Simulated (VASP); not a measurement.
Runs of VASP 6.6.1 on Ru. The structure is that of space group Fd-3m (No. 227), or close to it. The cells are those of the table. 

| cell | gap on the mesh (eV) | pressure (GPa) |
| --- | --- | --- |
| a = 3.734 Å, angles 60.0°, 2 atoms | none | (a) |
| a = 3.650 Å, angles 60.0°, 2 atoms | none | 40.8 |
| a = 3.584 Å, angles 60.0°, 2 atoms | none | 61.3 |
| a = 3.858 Å, angles 60.0°, 2 atoms | none | 0.2 |

Alike in all rows: task single point; level PBE; potentials or basis VASP PAW PBE potentials, release 64 (Ru_pv); no spin polarisation; k mesh 15 × 15 × 15; cutoff (eV) 520; smearing fermi-dirac 0.1 eV.

**Question.** Estimate the missing entries.

**Answer.** (a) 20.5.

A k mesh can miss the band edges, and the runs leave out spin-orbit coupling on Ru.

A gap of «none» marks levels without a gap at the run's occupations.
